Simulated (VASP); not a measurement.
Zr2TiC3, 6 atoms in the cell. Symmetry: P-3m1, No. 164, trigonal system. Conventional cell: a = 3.442 Å, b = 3.442 Å, c = 8.432 Å, α = 90.00°, β = 90.00°, γ = 120.00°. Within 3.2 Å of Zr (site symmetry 3m) lie 6 C at 2.43 Å. Ti (site symmetry -3m) has 6 C at 2.43 Å within 3.2 Å. C (site symmetry 3m) has 3 Zr at 2.43 Å and 3 Ti at 2.43 Å within 3.2 Å. C (site symmetry -3m) has 6 Zr at 2.43 Å within 3.2 Å. 

```yaml
Program: VASP 6.6.1
Task: single point
Functional: PBE
Potentials_or_basis: VASP PAW PBE potentials, release 64 (Zr_sv, Ti_sv, C)
Cutoff: 520 eV
k_mesh: 6 × 6 × 2
Occupations: gaussian, width 0.1 eV
Spin: no spin polarisation
Dipole_correction: no
Further_INCAR_settings: ALGO = Normal; EDIFF = 1e-06; NBANDS = 33
```

Potentials or basis: VASP PAW PBE potentials, release 64 (Zr_sv, Ti_sv, C).

Launch:

```sh
$ cat potpaw_PBE.64/Zr_sv/POTCAR potpaw_PBE.64/Ti_sv/POTCAR potpaw_PBE.64/C/POTCAR > POTCAR
$ mpirun -np 1 vasp_std > vasp.out
```

Hardware: 1 thread of Intel(R) Xeon(R) 6975P-C (Granite Rapids) (shared host).

Estimate the wall time of this run.

Wall time 40 s on 1 thread of Intel(R) Xeon(R) 6975P-C (Granite Rapids) (shared host), peak memory 0.22 GiB. Counts: scf iterations 17, k points 14.
